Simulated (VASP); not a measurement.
# BN (Cm) in VASP: further runs, part 3 of 3

VASP 6.6.1. The steps go on from the part before.

**5. Single point, PBE**

This run uses another cell than the first one, of the same volume but with other edges.

File INCAR:

```
  PREC = Accurate
  ENCUT = 520
  EDIFF = 1E-7
  ISMEAR = 0
  SIGMA = 0.05
  LREAL = F
  LASPH = T
  NELM = 60
  ALGO = Normal
  ISIF = 2
  LWAVE = F
  LCHARG = F
  GGA = PE
  NBANDS = 36
```

File KPOINTS:

```
regular mesh
0
Gamma
  10 10 2
```

File POSCAR:

```
BN
1.0
    1.8123485118     -1.8123485118      0.0000000000
    1.8123485118      0.0000000000     -1.8123485118
    9.9679168151      5.8901326636      5.8901326636
B N
6 6
Direct
    0.7031500000     -0.2968500000      0.3958000000
    0.1614833333      0.1614833333      0.2291333333
    0.2448166667      0.2448166667      0.5624666667
    0.3281500000      0.3281500000      0.8958000000
   -0.2135166667     -0.2135166667      0.7291333333
    0.6198166667      0.6198166667      0.0624666667
    0.3385666667      0.3385666667      0.4374666667
   -0.2031000000     -0.2031000000      0.2708000000
   -0.1197666667     -0.1197666667      0.6041333333
   -0.0364333333     -0.0364333333      0.9374666667
   -0.5781000000     -0.5781000000      0.7708000000
    0.2552333333      0.2552333333      0.1041333333
```

Potentials or basis: VASP PAW PBE potentials, release 64 (B, N).

On the command line:

```bash
$ cat potpaw_PBE.64/B/POTCAR potpaw_PBE.64/N/POTCAR > POTCAR
$ mpirun -np 1 vasp_std > vasp.out
```

OUTCAR:

```text
PREC = Accurate
   ENCUT = 520
   EDIFF = 1E-7
   ISMEAR = 0
   LREAL = F
   LASPH = T
   NELM = 60
   ISIF = 2
   GGA = PE

 ion  position               nearest neighbor table
   1  0.703  0.703  0.396-   7 1.57   8 1.57   7 1.57   7 1.57
   2  0.161  0.161  0.229-   8 1.57  12 1.57   8 1.57   8 1.57
   3  0.245  0.245  0.562-   9 1.57   9 1.57   7 1.57   9 1.57
   4  0.328  0.328  0.896-  10 1.57  11 1.57  10 1.57  10 1.57
   5  0.786  0.786  0.729-  11 1.57   9 1.57  11 1.57  11 1.57
   6  0.620  0.620  0.062-  12 1.57  12 1.57  12 1.57  10 1.92
   7  0.339  0.339  0.437-   1 1.57   3 1.57   1 1.57   1 1.57
   8  0.797  0.797  0.271-   2 1.57   1 1.57   2 1.57   2 1.57
   9  0.880  0.880  0.604-   3 1.57   3 1.57   5 1.57   3 1.57
  10  0.964  0.964  0.937-   4 1.57   4 1.57   4 1.57   6 1.92
  11  0.422  0.422  0.771-   5 1.57   4 1.57   5 1.57   5 1.57
  12  0.255  0.255  0.104-   6 1.57   6 1.57   2 1.57   6 1.57

  LATTYP: Found a base centered monoclinic cell.
 ALAT       =     4.4393290900
 B/A-ratio  =     0.5773502692
[... 217 lines left out ...]
      6      -8.5161      2.00000
[... 925 lines left out ...]
     35      18.7374      0.00000
     36      19.3223      0.00000

 [... further k-points ...]

------------------------ aborting loop because EDIFF is reached ----------------------------------------

  FORCE on cell =-STRESS in cart. coord.  units (eV):
  Direction    XX          YY          ZZ          XY          YZ          ZX
  --------------------------------------------------------------------------------------
  -------------------------------------------------------------------------------------
  Total        1.1946359     -0.6781516     -0.6781516      3.4424216     -0.6189560      3.4424219
  in kB       26.7941362    -15.2100623    -15.2100623     77.2090563    -13.8823822     77.2090631
  external PRESSURE =      -1.2086628 kB  Pullay stress =       0.0000000 kB

 VOLUME and BASIS-vectors are now :
 -----------------------------------------------------------------------------
  energy-cutoff  :      520.00
  volume of cell :       71.43
      direct lattice vectors                 reciprocal lattice vectors
     1.812348512 -1.812348512  0.000000000     0.149437777 -0.402332477  0.149437777
     1.812348512  0.000000000 -1.812348512     0.149437777  0.149437777 -0.402332477
     9.967916815  5.890132664  5.890132664     0.045980855  0.045980855  0.045980855

 POSITION                                       TOTAL-FORCE (eV/Angst)
 -----------------------------------------------------------------------------------
      6.49401      1.05696      1.05696         0.112842      0.103348      0.103348
      2.86931      1.05696      1.05696         0.159972      0.189127      0.189127
      6.49401      2.86931      2.86931         0.104607      0.101342      0.101342
     10.11870      4.68166      4.68166         0.159049     -0.334096     -0.334096
     10.11870      2.86931      2.86931         0.113955      0.080278      0.080278
      2.86931     -0.75539     -0.75539         2.407638     -0.227049     -0.227049
      5.58783      1.96314      1.96314        -0.104999     -0.103535     -0.103535
      5.58783      0.15079      0.15079        -0.086884     -0.107349     -0.107349
      9.21253      1.96314      1.96314        -0.119141     -0.098770     -0.098770
     12.83723      3.77548      3.77548        -2.265640      0.184888      0.184888
      9.21253      3.77548      3.77548        -0.326337     -0.097183     -0.097183
      1.96314      0.15079      0.15079        -0.155063      0.308998      0.308998
 -----------------------------------------------------------------------------------
    total drift:                               -0.000374      0.000003      0.000003

  FREE ENERGIE OF THE ION-ELECTRON SYSTEM (eV)
  ---------------------------------------------------
  free  energy   TOTEN  =      -102.3871390805 eV

  energy  without entropy=     -102.3871390805  energy(sigma->0) =     -102.38713908
```

OSZICAR:

```text
N       E                     dE             d eps       ncg     rms          rms(c)
DAV:   1     0.174529788425E+03    0.17453E+03   -0.25586E+04  4464   0.131E+03
DAV:   2    -0.976293081835E+02   -0.27216E+03   -0.25880E+03  5720   0.300E+02
DAV:   3    -0.108160812056E+03   -0.10532E+02   -0.10474E+02  5928   0.573E+01
DAV:   4    -0.108249932479E+03   -0.89120E-01   -0.88992E-01  5840   0.546E+00
DAV:   5    -0.108251207308E+03   -0.12748E-02   -0.12741E-02  5840   0.600E-01    0.164E+01
DAV:   6    -0.102812735815E+03    0.54385E+01   -0.14863E+01  5572   0.187E+01    0.762E+00
DAV:   7    -0.102468577951E+03    0.34416E+00   -0.91304E-01  5944   0.538E+00    0.471E+00
DAV:   8    -0.102393009428E+03    0.75569E-01   -0.24976E-01  5648   0.281E+00    0.542E-01
DAV:   9    -0.102386794506E+03    0.62149E-02   -0.22166E-02  5548   0.891E-01    0.256E-01
DAV:  10    -0.102386959154E+03   -0.16465E-03   -0.25162E-03  5928   0.306E-01    0.143E-01
DAV:  11    -0.102387122253E+03   -0.16310E-03   -0.75810E-04  5680   0.158E-01    0.288E-02
DAV:  12    -0.102387133720E+03   -0.11467E-04   -0.70008E-05  5896   0.552E-02    0.166E-02
DAV:  13    -0.102387136998E+03   -0.32784E-05   -0.10889E-05  5984   0.235E-02    0.785E-03
DAV:  14    -0.102387138611E+03   -0.16128E-05   -0.26437E-06  5544   0.101E-02    0.275E-03
DAV:  15    -0.102387139066E+03   -0.45451E-06   -0.33102E-07  5448   0.457E-03    0.900E-04
DAV:  16    -0.102387139080E+03   -0.14748E-07   -0.52754E-08  3160   0.182E-03
   1 F= -.10238714E+03 E0= -.10238714E+03  d E =-.397269E-15
```

stdout:

```text
POSCAR found type information on POSCAR B N
 POSCAR found :  2 types and      12 ions
 scaLAPACK will be used
 LDA part: xc-table for (Slater+PW92), standard interpolation
 POSCAR, INCAR and KPOINTS ok, starting setup
 FFT: planning ... GRIDC
 FFT: planning ... GRID_SOFT
 FFT: planning ... GRID
 WAVECAR not read
 entering main loop
```

Run time: 2.5 min. Hardware: 1 thread of Intel Xeon Platinum 8488C (Sapphire Rapids), shared host; peak memory 0.25 GiB.

What came out:

| Item | Value |
| --- | --- |
| Free energy | -102.3871 eV |
| Pressure | -0.1 GPa |
| Largest force | 2.429 eV/Å |
| Band gap on the k mesh | 2.56 eV (least direct gap 3.90 eV) |

Forces in eV/Å, atoms in the order of the input:
```
B    0.113  0.103  0.103
B    0.160  0.189  0.189
B    0.105  0.101  0.101
B    0.159 -0.334 -0.334
B    0.114  0.080  0.080
B    2.408 -0.227 -0.227
N   -0.105 -0.104 -0.104
N   -0.087 -0.107 -0.107
N   -0.119 -0.099 -0.099
N   -2.266  0.185  0.185
N   -0.326 -0.097 -0.097
N   -0.155  0.309  0.309
```

Stress tensor (GPa, compression positive):
```
 2.68  7.72  7.72
 7.72 -1.52 -1.39
 7.72 -1.39 -1.52
```

Caveat: forces of over 1 eV/Å act on the atoms, so gaps and moduli don't describe the material at rest. A k mesh can miss the band edges.

**6. Single point, PBE**

This run uses another cell than the first one, of the same volume but with other edges.

File INCAR:

```
SYSTEM = BN
PREC = Accurate ; ENCUT = 520
EDIFF = 1E-6 ; ISMEAR = 0
SIGMA = 0.05 ; LREAL = .FALSE.
LASPH = .TRUE. ; NELM = 60
ALGO = Normal ; ISIF = 2
LWAVE = .FALSE. ; LCHARG = .TRUE.
GGA = PE ; LELF = .TRUE.
LVHAR = .TRUE. ; NBANDS = 36
```

File KPOINTS:

```
Automatic mesh
0
G
  10 10 2
  0 0 0
```

File POSCAR:

```
BN
1.0
    1.8123485118     -1.8123485118      0.0000000000
    1.8123485118      0.0000000000     -1.8123485118
   10.5721538089      5.5880141666      5.5880141666
B N
6 6
Direct
    0.6371701400     -0.3628298600      0.3958000000
    0.1232868067      0.1232868067      0.2291333333
    0.1510534733      0.1510534733      0.5624666667
    0.1788201400      0.1788201400      0.8958000000
   -0.3350631933     -0.3350631933      0.7291333333
    0.6094034733      0.6094034733      0.0624666667
    0.2656409733      0.2656409733      0.4374666667
   -0.2482423600     -0.2482423600      0.2708000000
   -0.2204756933     -0.2204756933      0.6041333333
   -0.1927090267     -0.1927090267      0.9374666667
   -0.7065923600     -0.7065923600      0.7708000000
    0.2378743067      0.2378743067      0.1041333333
```

Potentials or basis: VASP PAW PBE potentials, release 64 (B, N).

On the command line:

```bash
$ cat potpaw_PBE.64/B/POTCAR potpaw_PBE.64/N/POTCAR > POTCAR
$ mpirun -np 1 vasp_std > vasp.out
```

Run time: 2.2 min. Hardware: 1 thread of Intel Xeon Platinum 8488C (Sapphire Rapids), shared host; peak memory 0.25 GiB.

It converged, with:

```yaml
Free_energy: -104.3110 eV
Pressure: 0.1 GPa
Largest_force: 1.979 eV/Å
Band_gap_on_the_k_mesh: 3.90 eV (least direct gap 5.60 eV)
```

Forces on the atoms (eV/Å):
```
B    0.029  0.016  0.016
B    0.113  0.000  0.000
B    0.022  0.019  0.019
B    0.070 -0.066 -0.066
B    0.037  0.010  0.010
B    1.452 -0.799 -0.799
N   -0.020 -0.020 -0.020
N    0.002 -0.030 -0.030
N   -0.032 -0.015 -0.015
N   -1.624  0.800  0.800
N   -0.178  0.036  0.036
N    0.130  0.048  0.048
```

Stress tensor (GPa, compression positive):
```
 6.59  3.48  3.48
 3.48 -3.11 -5.18
 3.48 -5.18 -3.11
```

Levels at points of the mesh, in eV from the valence-band top:
| k point | band 21 | band 22 | band 23 | band 24 | band 25 | band 26 | band 27 | band 28 |
| --- | --- | --- | --- | --- | --- | --- | --- | --- |
| (0.00, 0.00, 0.00) | -0.71 | -0.30 | -0.11 | 0.00 | 8.00 | 8.61 | 8.72 | 8.92 |
| (0.50, 0.00, 0.00) | -2.91 | -2.63 | -2.35 | -2.22 | 4.86 | 5.03 | 7.30 | 7.41 |
| (0.50, 0.50, 0.00) | -3.04 | -3.01 | -2.09 | -1.71 | 3.90 | 5.74 | 6.01 | 8.22 |
| (0.00, 0.00, 0.50) | -0.43 | -0.35 | -0.30 | -0.24 | 8.02 | 8.77 | 8.83 | 8.87 |
| (0.50, 0.00, 0.50) | -3.08 | -2.98 | -2.28 | -1.94 | 4.39 | 6.05 | 6.17 | 8.53 |
| (0.50, 0.50, 0.50) | -2.57 | -2.40 | -2.33 | -1.99 | 4.25 | 4.82 | 7.14 | 7.34 |

Caveat: forces of over 1 eV/Å act on the atoms, so gaps and moduli don't describe the material at rest. A k mesh can miss the band edges.

**7. Summary**

```tsv
cell	gap on the mesh (eV)	pressure (GPa)	largest force (eV/Å)
a = 2.563, b = 2.563, c = 12.605 Å, angles 85.6, 85.6, 60.0°, 12 atoms	2.28	3.3	4.61
a = 2.563, b = 2.563, c = 12.692 Å, angles 82.7, 82.7, 60.0°, 12 atoms	2.15	3.5	3.85
a = 2.563, b = 2.563, c = 12.821 Å, angles 79.9, 79.9, 60.0°, 12 atoms	2.56	0.0	1.62
a = 2.563, b = 2.563, c = 12.990 Å, angles 77.2, 77.2, 60.0°, 12 atoms	2.56	-0.1	2.43
a = 2.563, b = 2.563, c = 13.199 Å, angles 74.5, 74.5, 60.0°, 12 atoms	3.90	0.1	1.98
```

Alike in all rows: task single point; level PBE; potentials or basis VASP PAW PBE potentials, release 64 (B, N); no spin polarisation; k mesh 10 × 10 × 2; cutoff (eV) 520; smearing gaussian 0.05 eV.

Caveats: forces of over 1 eV/Å act on the atoms, so gaps and moduli don't describe the material at rest; the cell stands under pressure (at least some runs).

Absolute energies hang on the potentials; compare differences alone.
